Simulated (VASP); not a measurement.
# Te2Mo in VASP: single point with PBE+D3(BJ)

Aim: the single point of Te2Mo with PBE+D3(BJ).

Program: VASP 6.6.1. These are calculated values, not measurements. Logs are shortened: lines on timing, memory, paths and dates and some standing lists are left out, and cuts for length are marked.

### Step 1. The cell of the first run

The cell holds a slab with vacuum, 6 atoms: a = 3.504 Å, b = 3.504 Å, c = 24.768 Å, α = 90.00°, β = 90.00°, γ = 120.00°.

### Step 2. Single point, PBE+D3(BJ) (layers slid over each other)

INCAR reads:

```
SYSTEM = Te2Mo
PREC = Accurate
ENCUT = 520
EDIFF = 1E-7
ISMEAR = 0
SIGMA = 0.05
LREAL = .FALSE.
LASPH = .TRUE.
NELM = 80
ALGO = Normal
ISIF = 2
LWAVE = .FALSE.
LCHARG = .FALSE.
LDIPOL = .TRUE.
IDIPOL = 3
DIPOL = 0.5 0.5 0.398
GGA = PE
IVDW = 12
NBANDS = 35
```

KPOINTS reads:

```
Automatic mesh
0
G
  9 9 1
  0 0 0
```

POSCAR reads:

```
Te2Mo
1.0
    3.5038815467      0.0000000000      0.0000000000
   -1.7519407734      3.0344504312      0.0000000000
    0.0000000000      0.0000000000     24.7677198428
Te Mo
4 2
Direct
    0.3333333333      0.6666666667      0.1816881016
    0.3333333333      0.6666666667      0.3284056818
    0.6666666667      1.3333333333      0.4668923904
    0.6666666667      1.3333333333      0.6136099705
    0.6666666667      0.3333333333      0.2550468917
    1.0000000000      1.0000000000      0.5402511804
```

Potentials or basis: VASP PAW PBE potentials, release 64 (Te, Mo_sv).

Launch:

```console
cat potpaw_PBE.64/Te/POTCAR potpaw_PBE.64/Mo_sv/POTCAR > POTCAR
mpirun -np 1 vasp_std > vasp.out
```

OUTCAR:

```text
SYSTEM = Te2Mo
   PREC = Accurate
   ENCUT = 520
   EDIFF = 1E-7
   ISMEAR = 0
   LREAL = .FALSE.
   LASPH = .TRUE.
   NELM = 80
   ISIF = 2
   GGA = PE
   IVDW = 12
 IVDW          = 12

 ion  position               nearest neighbor table
   1  0.333  0.667  0.182-   5 2.72   5 2.72   5 2.72   2 3.63
   2  0.333  0.667  0.328-   5 2.72   5 2.72   5 2.72   1 3.63
   3  0.667  0.333  0.467-   6 2.72   6 2.72   6 2.72   4 3.63
   4  0.667  0.333  0.614-   6 2.72   6 2.72   6 2.72   3 3.63
   5  0.667  0.333  0.255-   1 2.72   2 2.72   1 2.72   2 2.72   1 2.72   2 2.72
   6  0.000  0.000  0.540-   3 2.72   3 2.72   3 2.72   4 2.72   4 2.72   4 2.72

  LATTYP: Found a hexagonal cell.
 ALAT       =     3.5038815467
 C/A-ratio  =     7.0686521541

  Lattice vectors:

 A1 = (   3.5038815467,   0.0000000000,   0.0000000000)
 A2 = (  -1.7519407734,   3.0344504312,   0.0000000000)
 A3 = (   0.0000000000,   0.0000000000,  24.7677198428)

Analysis of symmetry for initial positions (statically):
=====================================================================
 Subroutine PRICEL returns:
 Original cell was already a primitive cell.

 Routine SETGRP: Setting up the symmetry group for a
 hexagonal supercell.

 Subroutine GETGRP returns: Found  6 space group operations
 (whereof  6 operations were pure point group operations)
 out of a pool of 24 trial point group operations.

The static configuration has the point symmetry C_3v.

Analysis of symmetry for dynamics (positions and initial velocities):
=====================================================================
 Subroutine PRICEL returns:
 Original cell was already a primitive cell.

 Routine SETGRP: Setting up the symmetry group for a
 hexagonal supercell.

 Subroutine GETGRP returns: Found  6 space group operations
 (whereof  6 operations were pure point group operations)
 out of a pool of 24 trial point group operations.

The dynamic configuration has the point symmetry C_3v.

 Subroutine INISYM returns: Found  6 space group operations
 (whereof  6 operations are pure point group operations),
 and found     1 'primitive' translations

----------------------------------------------------------------------------------------

                                     Primitive cell

  volume of cell :     263.3392

  direct lattice vectors                    reciprocal lattice vectors
     3.503881547  0.000000000  0.000000000     0.285397776  0.164774483  0.000000000
    -1.751940773  3.034450431  0.000000000     0.000000000  0.329548965  0.000000000
     0.000000000  0.000000000 24.767719843     0.000000000  0.000000000  0.040375134

  length of vectors
     3.503881547  3.503881547 24.767719843     0.329548965  0.329548965  0.040375134

  position of ions in fractional coordinates (direct lattice)
     0.333333333  0.666666667  0.181688102
     0.333333333  0.666666667  0.328405682
     0.666666667  0.333333333  0.466892390
     0.666666667  0.333333333  0.613609971
     0.666666667  0.333333333  0.255046892
     0.000000000  0.000000000  0.540251180

  ion indices of the primitive-cell ions
   primitive index   ion index
                 1           1
                 2           2
                 3           3
                 4           4
                 5           5
                 6           6

----------------------------------------------------------------------------------------

 KPOINTS: Automatic mesh

Automatic generation of k-mesh.
 Grid dimensions read from file:
 generate k-points for:    9    9    1

 Generating k-lattice:

  Cartesian coordinates                     Fractional coordinates (reciprocal lattice)
     0.031710864  0.018308276  0.000000000     0.111111111  0.000000000  0.000000000
     0.000000000  0.036616552  0.000000000     0.000000000  0.111111111  0.000000000
     0.000000000  0.000000000  0.040375134     0.000000000  0.000000000  1.000000000

  Length of vectors
     0.036616552  0.036616552  0.040375134

  Shift w.r.t. Gamma in fractional coordinates (k-lattice)
     0.000000000  0.000000000  0.000000000

 Subroutine IBZKPT returns following result:
 ===========================================

 Found     12 irreducible k-points:

 Following reciprocal coordinates:
            Coordinates               Weight
  0.000000  0.000000  0.000000      1.000000
  0.111111 -0.000000  0.000000      6.000000
  0.222222  0.000000  0.000000      6.000000
  0.333333 -0.000000  0.000000      6.000000
  0.444444  0.000000  0.000000      6.000000
  0.111111  0.111111  0.000000      6.000000
  0.222222  0.111111  0.000000     12.000000
  0.333333  0.111111  0.000000     12.000000
  0.444444  0.111111  0.000000      6.000000
  0.222222  0.222222  0.000000      6.000000
  0.333333  0.222222  0.000000     12.000000
  0.333333  0.333333  0.000000      2.000000
   k-points           NKPTS =     12   k-points in BZ     NKDIM =     12   number of bands    NBANDS=     35
   number of dos      NEDOS =    301   number of ions     NIONS =      6
   total plane-waves  NPLWV = 150528
   dimension x,y,z NGX =    28 NGY =   28 NGZ =  192
   dimension x,y,z NGXF=    56 NGYF=   56 NGZF=  384
   ions per type =               4   2
   NGX,Y,Z   is equivalent  to a cutoff of  13.28, 13.28, 12.89 a.u.
   NGXF,Y,Z  is equivalent  to a cutoff of  26.57, 26.57, 25.77 a.u.
 SYSTEM =  Te2Mo
   PREC   = accura    normal or accurate (medium, high low for compatibility)
   ISTART =      0    job   : 0-new  1-cont  2-samecut
   ICHARG =      2    charge: 1-file 2-atom 10-const
   ISPIN  =      1    spin polarized calculation?
   LNONCOLLINEAR =      F non collinear calculations
   LSORBIT =      F    spin-orbit coupling
   LASPH  =      T    aspherical Exc in radial PAW
   ENCUT  =  520.0 eV  38.22 Ry    6.18 a.u.   6.51  6.51 46.05*2*pi/ulx,y,z
   NELM   =     80;   NELMIN=  2; NELMDL= -5     # of ELM steps
   EDIFF  = 0.1E-06   stopping-criterion for ELM
   LREAL  =      F    real-space projection
   EDIFFG = 0.1E-05   stopping-criterion for IOM
   NSW    =      0    number of steps for IOM
   IBRION =     -1    ionic relax: 0-MD 1-quasi-New 2-CG
   NFREE  =      0    steps in history (QN), initial steepest desc. (CG)
   ISIF   =      2    stress and relaxation
   ISYM   =      2    0-nonsym 1-usesym 2-fastsym
   POTIM  = 0.5000    time-step for ionic-motion
   TEBEG  =    0.0;   TEEND  =   0.0 temperature during run
   PSTRESS=    0.0 pullay stress
   NELECT =      52.0000    total number of electrons
   NUPDOWN=      -1.0000    fix difference up-down
   EMIN   =  10.00;   EMAX   =-10.00  energy-range for DOS
   EFERMI =   0.00;   METHOD = LEGACY
   ISMEAR =     0;   SIGMA  =   0.05  broadening in eV -4-tet -1-fermi 0-gaus
   EFERMI_NEDOS =   21; number of points for ismear=-14 and -15
   IALGO  =     38    algorithm
   IMIX   =      4    mixing-type and parameters
     AMIX     =   0.40;   BMIX     =  1.00
     AMIX_MAG =   1.60;   BMIX_MAG =  1.00
  volume/ion in A,a.u.               =      43.89       296.18
  Fermi-wavevector in a.u.,A,eV,Ry     =   0.953317  1.801508 12.365162  0.908814
  Thomas-Fermi vector in A             =   2.081961
   LORBIT       =      0    0 simple, 1 ext, 2 COOP (PROOUT), +10 PAW based schemes
   GGA     = PE    functional components
   LHFCALC =     F    Hartree Fock is set to
   AEXX    =    0.0000 exact exchange contribution
   IVDW    =    12    specifies the selected vdW correction
   LEPSILON=     F    determine dielectric tensor
   LRPA    =     F    only Hartree local field effects (RPA)
 non-spin polarized calculation
 Gauss-broadening in eV      SIGMA  =   0.05
  energy-cutoff  :      520.00
  volume of cell :      263.34
 maximum number of plane-waves:      7173
 NGX is ok and might be reduce to    28
   NGX = 13   NGY = 13   NGZ = 93

 dipolmoment           0.000000      0.000000     -0.000002 electrons x Angstroem

 number of electron      51.9999999 magnetization

 dipolmoment           0.000000      0.000000      0.003742 electrons x Angstroem

 Free energy of the ion-electron system (eV)
  ---------------------------------------------------
  ext. energy  EPLUGINS =         0.00000000
  ---------------------------------------------------
  free energy    TOTEN  =       -35.99145986 eV

  energy without entropy =      -35.99145986  energy(sigma->0) =      -35.99145986

 E-fermi :   2.8189     XC(G=0):  -6.3840

 val. band max:        2.5003942930   @ k =   0.3333   0.3333   0.0000
 cond. band min:       3.5774781244   @ k =   0.2222   0.2222   0.0000
 fundamental gap:      1.0770838315
 Fermi energy:         2.8188868140

 k-point     1 :       0.0000    0.0000    0.0000
  band No.  band energies     occupation
      1     -58.2134      2.00000
      2     -58.1571      2.00000
      3     -32.3915      2.00000
      4     -32.3333      2.00000
      5     -32.2460      2.00000
      6     -32.2460      2.00000
[... 27 lines left out ...]
     34       5.9918      0.00000
     35       6.6613      0.00000

 k-point     2 :       0.1111   -0.0000    0.0000
  band No.  band energies     occupation
      1     -58.2122      2.00000
      2     -58.1559      2.00000
      3     -32.3881      2.00000
      4     -32.3298      2.00000
      5     -32.2620      2.00000
      6     -32.2497      2.00000
[... 27 lines left out ...]
     34       5.8660      0.00000
     35       6.9014      0.00000

 k-point     3 :       0.2222    0.0000    0.0000
  band No.  band energies     occupation
      1     -58.2091      2.00000
      2     -58.1528      2.00000
      3     -32.3792      2.00000
      4     -32.3210      2.00000
      5     -32.3021      2.00000
      6     -32.2591      2.00000
[... 27 lines left out ...]
     34       6.1110      0.00000
     35       7.4521      0.00000

 k-point     4 :       0.3333   -0.0000    0.0000
  band No.  band energies     occupation
      1     -58.2057      2.00000
      2     -58.1494      2.00000
      3     -32.3692      2.00000
      4     -32.3473      2.00000
      5     -32.3109      2.00000
      6     -32.2922      2.00000
[... 27 lines left out ...]
     34       6.2649      0.00000
     35       7.8556      0.00000

 k-point     5 :       0.4444    0.0000    0.0000
  band No.  band energies     occupation
      1     -58.2034      2.00000
      2     -58.1471      2.00000
      3     -32.3766      2.00000
      4     -32.3626      2.00000
      5     -32.3215      2.00000
      6     -32.3044      2.00000
[... 27 lines left out ...]
     34       6.3168      0.00000
     35       6.6062      0.00000

 k-point     6 :       0.1111    0.1111    0.0000
  band No.  band energies     occupation
      1     -58.2101      2.00000
      2     -58.1538      2.00000
      3     -32.3819      2.00000
      4     -32.3237      2.00000
      5     -32.2886      2.00000
      6     -32.2577      2.00000
[... 27 lines left out ...]
     34       5.9787      0.00000
     35       7.2966      0.00000

 k-point     7 :       0.2222    0.1111    0.0000
  band No.  band energies     occupation
      1     -58.2068      2.00000
      2     -58.1505      2.00000
      3     -32.3725      2.00000
      4     -32.3280      2.00000
      5     -32.3142      2.00000
      6     -32.2729      2.00000
[... 27 lines left out ...]
     34       6.0397      0.00000
     35       8.0023      0.00000

 k-point     8 :       0.3333    0.1111    0.0000
  band No.  band energies     occupation
      1     -58.2039      2.00000
      2     -58.1476      2.00000
      3     -32.3641      2.00000
      4     -32.3622      2.00000
      5     -32.3071      2.00000
      6     -32.3059      2.00000
[... 27 lines left out ...]
     34       6.0876      0.00000
     35       7.3350      0.00000

 k-point     9 :       0.4444    0.1111    0.0000
  band No.  band energies     occupation
      1     -58.2028      2.00000
      2     -58.1465      2.00000
      3     -32.3756      2.00000
      4     -32.3609      2.00000
      5     -32.3205      2.00000
      6     -32.3026      2.00000
[... 27 lines left out ...]
     34       6.0633      0.00000
     35       6.6310      0.00000

 k-point    10 :       0.2222    0.2222    0.0000
  band No.  band energies     occupation
      1     -58.2041      2.00000
      2     -58.1478      2.00000
      3     -32.3648      2.00000
      4     -32.3501      2.00000
      5     -32.3065      2.00000
      6     -32.2950      2.00000
[... 27 lines left out ...]
     34       6.2264      0.00000
     35       8.2374      0.00000

 k-point    11 :       0.3333    0.2222    0.0000
  band No.  band energies     occupation
      1     -58.2024      2.00000
      2     -58.1461      2.00000
      3     -32.3608      2.00000
      4     -32.3597      2.00000
      5     -32.3088      2.00000
      6     -32.3057      2.00000
[... 27 lines left out ...]
     34       6.4022      0.00000
     35       7.1876      0.00000

 k-point    12 :       0.3333    0.3333    0.0000
  band No.  band energies     occupation
      1     -58.2018      2.00000
      2     -58.1455      2.00000
      3     -32.3580      2.00000
      4     -32.3481      2.00000
      5     -32.3313      2.00000
      6     -32.2997      2.00000
[... 27 lines left out ...]
     34       6.5425      0.00000
     35       7.1112      0.00000

------------------------ aborting loop because EDIFF is reached ----------------------------------------

 vacuum level on the upper side and lower side of the slab       (xc-potential included)        -0.062        -0.121

 Edisp (eV)   -2.79970

 E8    (eV) :    -1.3245

  FORCE on cell =-STRESS in cart. coord.  units (eV):
  Direction    XX          YY          ZZ          XY          YZ          ZX
  --------------------------------------------------------------------------------------
  -------------------------------------------------------------------------------------
  Total      -0.13302    -0.13302    -0.43754     0.00000     0.00000    -0.00000
  in kB      -0.80929    -0.80929    -2.66204     0.00000     0.00000    -0.00000
  external pressure =       -1.43 kB  Pullay stress =        0.00 kB

 VOLUME and BASIS-vectors are now :
 -----------------------------------------------------------------------------
  energy-cutoff  :      520.00
  volume of cell :      263.34
      direct lattice vectors                 reciprocal lattice vectors
     3.503881547  0.000000000  0.000000000     0.285397776  0.164774483  0.000000000
    -1.751940773  3.034450431  0.000000000     0.000000000  0.329548965  0.000000000
     0.000000000  0.000000000 24.767719843     0.000000000  0.000000000  0.040375134

 POSITION                                       TOTAL-FORCE (eV/Angst)
 -----------------------------------------------------------------------------------
     -0.00000      2.02297      4.50000        -0.000000      0.000000      0.013456
     -0.00000      2.02297      8.13386        -0.000000      0.000000      0.078232
      1.75194      1.01148     11.56386         0.000000     -0.000000     -0.049966
      1.75194      1.01148     15.19772        -0.000000      0.000000      0.006354
      1.75194      1.01148      6.31693        -0.000000     -0.000000     -0.006577
      0.00000      0.00000     13.38079         0.000000      0.000000     -0.041499
 -----------------------------------------------------------------------------------
    total drift:                               -0.000000      0.000000      0.000052

  FREE ENERGIE OF THE ION-ELECTRON SYSTEM (eV)
  ---------------------------------------------------
  free  energy   TOTEN  =       -38.7911582236 eV

  energy  without entropy=      -38.7911582236  energy(sigma->0) =      -38.79115822

 vacuum level on the upper side and lower side of the slab         7.256         7.199
```

It took 2.5 min on 1 thread of Intel Xeon Platinum 8488C (Sapphire Rapids), shared host; peak memory 0.43 GiB.

What came out:

- Free energy: -38.7912 eV
- Largest force: 0.078 eV/Å
- Band gap on the k mesh: 1.08 eV (least direct gap 1.13 eV)
- Dispersion energy per atom: -0.467 eV

Forces on the atoms (eV/Å):
```
Te   0.000  0.000  0.013
Te   0.000  0.000  0.078
Te   0.000  0.000 -0.050
Te   0.000  0.000  0.006
Mo   0.000  0.000 -0.007
Mo   0.000  0.000 -0.041
```

Caveat: the cell differs from its parent crystal (layers slid over each other); spin-orbit coupling is left out, which moves the levels of the heavy elements.
